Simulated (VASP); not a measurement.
# BP (F-43m) in VASP: a series of runs

BP is run at these levels: LDA; tasks: relaxation of cell and atoms, single point.

All numbers are computed with VASP 6.6.1; they aren't measurements. Logs are shortened: lines on timing, memory, paths and dates and some standing lists are left out, and cuts for length are marked.

**1. The cell of the first run**

It takes space group F-43m (No. 216, cubic). The conventional cell has a = 4.322 Å, b = 4.322 Å, c = 4.322 Å, α = 90.00°, β = 90.00°, γ = 90.00°. B (site symmetry -43m) has 4 P at 1.87 Å within 2.5 Å. Within 2.5 Å of P (site symmetry -43m) lie 4 B at 1.87 Å.

**2. Relaxation of cell and atoms, LDA, target pressure 25 GPa, at which the enthalpy is minimised**

Input file INCAR:

```
ALGO = Normal ; EDIFF = 1E-7
EDIFFG = -0.001 ; ENCUT = 500
GGA_COMPAT = False ; IBRION = 2
ISIF = 3 ; ISMEAR = 0
LASPH = True ; LCHARG = False
LREAL = False ; LWAVE = False
NELM = 120 ; NELMIN = 4
NSW = 80 ; PREC = Accurate
PSTRESS = 250.0 ; SIGMA = 0.01
```

Input file KPOINTS:

```
k-points
0
Gamma
  12 12 12
```

Input file POSCAR:

```
BP
1.0
    0.0000000000      2.1608585558      2.1608585558
    2.1608585558      0.0000000000      2.1608585558
    2.1608585558      2.1608585558      0.0000000000
B P
1 1
Direct
    0.0000000000      0.0000000000      0.0000000000
    0.7500000000      0.7500000000      0.7500000000
```

Potentials or basis: VASP PAW LDA potentials, release 64 (B, P).

Launch:

```bash
cat potpaw_LDA.64/B/POTCAR potpaw_LDA.64/P/POTCAR > POTCAR
mpirun -np 1 vasp_std > vasp.out
```

OUTCAR:

```text
EDIFF = 1E-7
   EDIFFG = -0.001
   ENCUT = 500
   IBRION = 2
   ISIF = 3
   ISMEAR = 0
   LASPH = True
   LREAL = False
   NELM = 120
   NELMIN = 4
   NSW = 80
   PREC = Accurate
   PSTRESS = 250.0

 ion  position               nearest neighbor table
   1  0.000  0.000  0.000-   2 1.87   2 1.87   2 1.87   2 1.87
   2  0.750  0.750  0.750-   1 1.87   1 1.87   1 1.87   1 1.87

  LATTYP: Found a face centered cubic cell.
 ALAT       =     4.3217171116

  Lattice vectors:

 A1 = (   0.0000000000,   2.1608585558,   2.1608585558)
 A2 = (   2.1608585558,   0.0000000000,   2.1608585558)
 A3 = (   2.1608585558,   2.1608585558,   0.0000000000)

Analysis of symmetry for initial positions (statically):
=====================================================================
 Subroutine PRICEL returns:
 Original cell was already a primitive cell.

 Routine SETGRP: Setting up the symmetry group for a
 face centered cubic supercell.

 Subroutine GETGRP returns: Found 24 space group operations
 (whereof 24 operations were pure point group operations)
 out of a pool of 48 trial point group operations.

The static configuration has the point symmetry T_d .

Analysis of symmetry for dynamics (positions and initial velocities):
=====================================================================
 Subroutine PRICEL returns:
 Original cell was already a primitive cell.

 Routine SETGRP: Setting up the symmetry group for a
 face centered cubic supercell.

 Subroutine GETGRP returns: Found 24 space group operations
 (whereof 24 operations were pure point group operations)
 out of a pool of 48 trial point group operations.

The dynamic configuration has the point symmetry T_d .

 Subroutine INISYM returns: Found 24 space group operations
 (whereof 24 operations are pure point group operations),
 and found     1 'primitive' translations

----------------------------------------------------------------------------------------

                                     Primitive cell

  volume of cell :      20.1794

  direct lattice vectors                    reciprocal lattice vectors
     0.000000000  2.160858556  2.160858556    -0.231389509  0.231389509  0.231389509
     2.160858556  0.000000000  2.160858556     0.231389509 -0.231389509  0.231389509
[... 90 lines left out ...]
   NFREE  =      1    steps in history (QN), initial steepest desc. (CG)
   ISIF   =      3    stress and relaxation
   ISYM   =      2    0-nonsym 1-usesym 2-fastsym
   POTIM  = 0.5000    time-step for ionic-motion
   TEBEG  =    0.0;   TEEND  =   0.0 temperature during run
   PSTRESS=  250.0 pullay stress
   NELECT =       8.0000    total number of electrons
   NUPDOWN=      -1.0000    fix difference up-down
   EMIN   =  10.00;   EMAX   =-10.00  energy-range for DOS
   EFERMI =   0.00;   METHOD = LEGACY
   ISMEAR =     0;   SIGMA  =   0.01  broadening in eV -4-tet -1-fermi 0-gaus
   EFERMI_NEDOS =   21; number of points for ismear=-14 and -15
   IALGO  =     38    algorithm
   IMIX   =      4    mixing-type and parameters
     AMIX     =   0.40;   BMIX     =  1.00
     AMIX_MAG =   1.60;   BMIX_MAG =  1.00
  volume/ion in A,a.u.               =      10.09        68.09
  Fermi-wavevector in a.u.,A,eV,Ry     =   1.202639  2.272657 19.678646  1.446340
  Thomas-Fermi vector in A             =   2.338414
   LORBIT       =      0    0 simple, 1 ext, 2 COOP (PROOUT), +10 PAW based schemes
   GGA     = CA    functional components
   LHFCALC =     F    Hartree Fock is set to
   AEXX    =    0.0000 exact exchange contribution
   IVDW    =     0    specifies the selected vdW correction
   LEPSILON=     F    determine dielectric tensor
   LRPA    =     F    only Hartree local field effects (RPA)
 conjugate gradient relaxation of ions
 non-spin polarized calculation
 Gauss-broadening in eV      SIGMA  =   0.01
  energy-cutoff  :      500.00
  volume of cell :       20.18
 maximum number of plane-waves:       532
 NGX is ok and might be reduce to    24
   NGX = 11   NGY = 11   NGZ = 11

--------------------------------------- Ionic step        1  -------------------------------------------

 number of electron       7.9999999 magnetization

 Free energy of the ion-electron system (eV)
  ---------------------------------------------------
  ext. energy  EPLUGINS =         0.00000000
  ---------------------------------------------------
  free energy    TOTEN  =       -14.22546618 eV

  energy without entropy =      -14.22546618  energy(sigma->0) =      -14.22546618

------------------------ aborting loop because EDIFF is reached ----------------------------------------

  FORCE on cell =-STRESS in cart. coord.  units (eV):
  Direction    XX          YY          ZZ          XY          YZ          ZX
  --------------------------------------------------------------------------------------
  -------------------------------------------------------------------------------------
  Total        3.1220956      3.1220956      3.1220956     -0.0000000     -0.0000000     -0.0000000
  in kB      247.8835833    247.8835833    247.8835833     -0.0000000     -0.0000000     -0.0000000
  external PRESSURE =      -2.1164167 kB  Pullay stress =     250.0000000 kB
[... 63 lines left out ...]
--------------------------------------- Ionic step        3  -------------------------------------------

 number of electron       7.9999999 magnetization

 Free energy of the ion-electron system (eV)
  ---------------------------------------------------
  ext. energy  EPLUGINS =         0.00000000
  ---------------------------------------------------
  free energy    TOTEN  =       -14.22295393 eV

  energy without entropy =      -14.22295393  energy(sigma->0) =      -14.22295393

 E-fermi :   9.3647     XC(G=0): -11.7068

 val. band max:        9.2492697832   @ k =   0.0000   0.0000   0.0000
 cond. band min:      10.2417355522   @ k =   0.4167   0.4167   0.0000
 fundamental gap:      0.9924657690
 Fermi energy:         9.3647268730

 k-point     1 :       0.0000    0.0000    0.0000
  band No.  band energies     occupation
      1      -7.4929      2.00000
      2       9.2493      2.00000
      3       9.2493      2.00000
      4       9.2493      2.00000
      5      12.9066      0.00000
      6      12.9066      0.00000
      7      12.9066      0.00000
      8      18.9548      0.00000
[... 243 lines left out ...]
 k-point    24 :      -0.4167    0.1667    0.0000
  band No.  band energies     occupation
      1      -3.2150      2.00000
      2      -0.2870      2.00000
      3       4.9814      2.00000
      4       6.6763      2.00000
      5      12.8280      0.00000
      6      15.6763      0.00000
      7      16.3981      0.00000
      8      20.5677      0.00000

 [... further k-points ...]
[... 5 lines left out ...]
  --------------------------------------------------------------------------------------
  -------------------------------------------------------------------------------------
  Total        3.1463471      3.1463471      3.1463471     -0.0000000     -0.0000000      0.0000000
  in kB      250.0093677    250.0093677    250.0093677     -0.0000000     -0.0000000      0.0000000
  external PRESSURE =       0.0093677 kB  Pullay stress =     250.0000000 kB
[... 21 lines left out ...]
  energy  without entropy=      -14.2229539299  energy(sigma->0) =      -14.22295393

  enthalpy is  TOTEN    =       -11.0767247542 eV   P V=        3.1462291757

 reached required accuracy - stopping structural energy minimisation
```

CONTCAR:

```text
BP
   1.00000000000000
    -0.0000000000000000    2.1602813219950430    2.1602813219950430
     2.1602813219950430   -0.0000000000000000    2.1602813219950430
     2.1602813219950430    2.1602813219950430   -0.0000000000000000
  B               P
     1     1
Direct
     0.0000000000000000    0.0000000000000000    0.0000000000000000
     0.7500000000000000    0.7500000000000000    0.7500000000000000

  0.00000000E+00  0.00000000E+00  0.00000000E+00
  0.00000000E+00  0.00000000E+00  0.00000000E+00
```

Run time: 46 s. Hardware: 1 thread of AMD EPYC 7R13, shared host; peak memory 0.1 GiB.

Results:

```yaml
Free_energy: -14.2230 eV
Relaxed_volume: 10.08 Å³/atom
Relaxed_cell: a = 3.055 Å, b = 3.055 Å, c = 3.055 Å, α = 60.00°, β = 60.00°, γ = 60.00°
Space_group_after_relaxing_to_0.05_Å: F-43m (No. 216)
Energy_change_on_relaxing_the_enthalpy_is_what_falls: +1.3 meV/atom
Ionic_steps: 3
Pressure_after_relaxing: 25.0 GPa
Band_gap_on_the_k_mesh: 0.99 eV, indirect (least direct gap 3.66 eV)
```

The path:
```
step  energy change (eV)  largest force (eV/Å)  pressure (GPa)  volume (Å³)
   1              0.0000                0.0000           24.79        20.18
   2              0.0061                0.0000           25.30        20.14
   3              0.0025                0.0000           25.00        20.16
```

Final structure:
```cif
data_structure
_symmetry_space_group_name_H-M 'P 1'
_symmetry_Int_Tables_number 1
_cell_length_a 3.0551
_cell_length_b 3.0551
_cell_length_c 3.0551
_cell_angle_alpha 60.000
_cell_angle_beta 60.000
_cell_angle_gamma 60.000
_cell_volume 20.16
loop_
_atom_site_label
_atom_site_type_symbol
_atom_site_fract_x
_atom_site_fract_y
_atom_site_fract_z
_atom_site_occupancy
B1 B 0.00000 0.00000 0.00000 1
P1 P 0.75000 0.75000 0.75000 1
```

Levels at points of the mesh, in eV from the valence-band top:
```tsv
k point	band 1	band 2	band 3	band 4	band 5	band 6	band 7	band 8
(0.00, 0.00, 0.00)	-16.74	0.00	0.00	0.00	3.66	3.66	3.66	9.71
(0.50, 0.00, 0.00)	-12.82	-10.10	-1.91	-1.91	4.72	4.79	4.79	10.46
(0.50, 0.50, 0.00)	-11.12	-9.25	-4.64	-4.64	1.02	1.45	13.42	13.42
```

Caveat: the cell is relaxed towards a set pressure, so the enthalpy falls and the energy may rise.

**3. Single point, LDA**

This run uses another cell than the first one, of 10.46 Å³/atom, 1.037 times its volume.

Input file INCAR:

```
SYSTEM = BP
PREC = Accurate
ENCUT = 500
EDIFF = 1E-6
ISMEAR = 0
SIGMA = 0.01
LREAL = .False.
LASPH = .True.
NELM = 120
ALGO = Normal
ISIF = 2
LWAVE = .False.
LCHARG = .False.
GGA = CA
NBANDS = 11
GGA_COMPAT = .False.
```

Input file KPOINTS:

```
regular mesh
0
Gamma
  10 10 10
  0 0 0
```

Input file POSCAR:

```
BP
1.0
    0.0000000000      2.1871420521      2.1871420521
    2.1871420521      0.0000000000      2.1871420521
    2.1871420521      2.1871420521      0.0000000000
B P
1 1
Direct
    0.0000000000      0.0000000000      0.0000000000
    0.7500000000      0.7500000000      0.7500000000
```

Potentials or basis: VASP PAW LDA potentials, release 64 (B, P).

Launch:

```bash
cat potpaw_LDA.64/B/POTCAR potpaw_LDA.64/P/POTCAR > POTCAR
mpirun -np 1 vasp_std > vasp.out
```

Wall time 2.9 s (1 thread of Intel Xeon 6975P-C (Granite Rapids), shared host); peak memory 0.12 GiB.

The run converged. Its results:

```
Free energy            : -14.3194 eV
Pressure               : 15.8 GPa
Band gap on the k mesh : 1.06 eV, indirect (least direct gap 3.58 eV)
```

Levels at points of the mesh, in eV from the valence-band top:
| k point | band 1 | band 2 | band 3 | band 4 | band 5 | band 6 | band 7 | band 8 |
| --- | --- | --- | --- | --- | --- | --- | --- | --- |
| (0.00, 0.00, 0.00) | -16.39 | 0.00 | 0.00 | 0.00 | 3.58 | 3.58 | 3.58 | 9.10 |
| (0.50, 0.00, 0.00) | -12.62 | -9.82 | -1.87 | -1.87 | 4.47 | 4.76 | 4.76 | 10.32 |
| (0.50, 0.50, 0.00) | -10.97 | -9.06 | -4.50 | -4.50 | 1.09 | 1.47 | 13.05 | 13.05 |

A k mesh can miss the band edges. Expect the measured gap to be larger: semilocal functionals such as LDA lack the derivative discontinuity.

**4. Relaxation of cell and atoms, LDA, target pressure 16 GPa, at which the enthalpy is minimised**

This run uses another cell than the first one, of 11.32 Å³/atom, 1.122 times its volume.

Input file INCAR:

```
PREC = Accurate
ENCUT = 500
EDIFF = 1E-7
ISMEAR = 0
SIGMA = 0.01
LREAL = F
LASPH = T
NELM = 120
ALGO = Normal
ISIF = 3
LWAVE = F
LCHARG = F
GGA = CA
IBRION = 2
NSW = 80
EDIFFG = -0.001
PSTRESS = 160.0
GGA_COMPAT = F
NELMIN = 4
```

Input file KPOINTS:

```
Automatic mesh
0
Gamma
  10 10 10
```

Input file POSCAR:

```
BP
1.0
    0.0000000000      2.2452319364      2.2452319364
    2.2452319364      0.0000000000      2.2452319364
    2.2452319364      2.2452319364      0.0000000000
B P
1 1
Direct
    0.0000000000      0.0000000000      0.0000000000
    0.7500000000      0.7500000000      0.7500000000
```

Launch:

```bash
cat potpaw_LDA.64/B/POTCAR potpaw_LDA.64/P/POTCAR > POTCAR
mpirun -np 1 vasp_std > vasp.out
```

Wall time 7.8 s (1 thread of Intel Xeon 6975P-C (Granite Rapids), shared host); peak memory 0.12 GiB.

Results (log left out):

```yaml
Free_energy: -14.3186 eV
Relaxed_volume: 10.45 Å³/atom
Relaxed_cell: a = 3.092 Å, b = 3.092 Å, c = 3.092 Å, α = 60.00°, β = 60.00°, γ = 60.00°
Space_group_after_relaxing_to_0.05_Å: F-43m (No. 216)
Energy_change_on_relaxing_the_enthalpy_is_what_falls: +40.2 meV/atom
Ionic_steps: 6
Pressure_after_relaxing: 16.0 GPa
Band_gap_on_the_k_mesh: 1.06 eV, indirect (least direct gap 3.58 eV)
```

The path:
| step | energy change (eV) | largest force (eV/Å) | pressure (GPa) | volume (Å³) |
| --- | --- | --- | --- | --- |
| 1 | 0.0000 | 0.0000 | -0.10 | 22.64 |
| 2 | 0.3884 | 0.0000 | 40.42 | 19.11 |
| 3 | 0.0774 | 0.0000 | 15.65 | 20.94 |
| 4 | 0.0806 | 0.0000 | 16.02 | 20.91 |
| 5 | 0.0803 | 0.0000 | 15.98 | 20.91 |
| 6 | 0.0804 | 0.0000 | 16.00 | 20.91 |

Final structure:
```xyz
2
Lattice="0.0000 2.1866 2.1866 2.1866 0.0000 2.1866 2.1866 2.1866 0.0000" Properties=species:S:1:pos:R:3 pbc="T T T"
B     0.0000    0.0000    0.0000
P     3.2799    3.2799    3.2799
```

Levels at points of the mesh, in eV from the valence-band top:
```tsv
k point	band 2	band 3	band 4	band 5	band 6	band 7
(0.00, 0.00, 0.00)	0.00	0.00	0.00	3.58	3.58	3.58
(0.50, 0.00, 0.00)	-9.82	-1.87	-1.87	4.48	4.76	4.76
(0.50, 0.50, 0.00)	-9.06	-4.50	-4.50	1.09	1.47	13.06
```

Caveat: the cell is relaxed towards a set pressure, so the enthalpy falls and the energy may rise.

**5. Overview**

```csv
task,cell,k mesh,gap on the mesh (eV),pressure (GPa)
relaxation of cell and atoms,"relaxed to 25 GPa from a = 3.056 Å, angles 60.0°, 2 atoms",12 × 12 × 12,0.99,25.0
single point,"a = 3.093 Å, angles 60.0°, 2 atoms",10 × 10 × 10,1.06,15.8
relaxation of cell and atoms,"relaxed to 16 GPa from a = 3.175 Å, angles 60.0°, 2 atoms",10 × 10 × 10,1.06,16.0
```

Alike in all rows: level LDA; potentials or basis VASP PAW LDA potentials, release 64 (B, P); no spin polarisation; cutoff (eV) 500; smearing gaussian 0.01 eV.

Caveats: the cell is relaxed towards a set pressure, so the enthalpy falls and the energy may rise (some runs).

Total energies depend on the potentials used, so only differences within one code and one set of settings carry meaning.
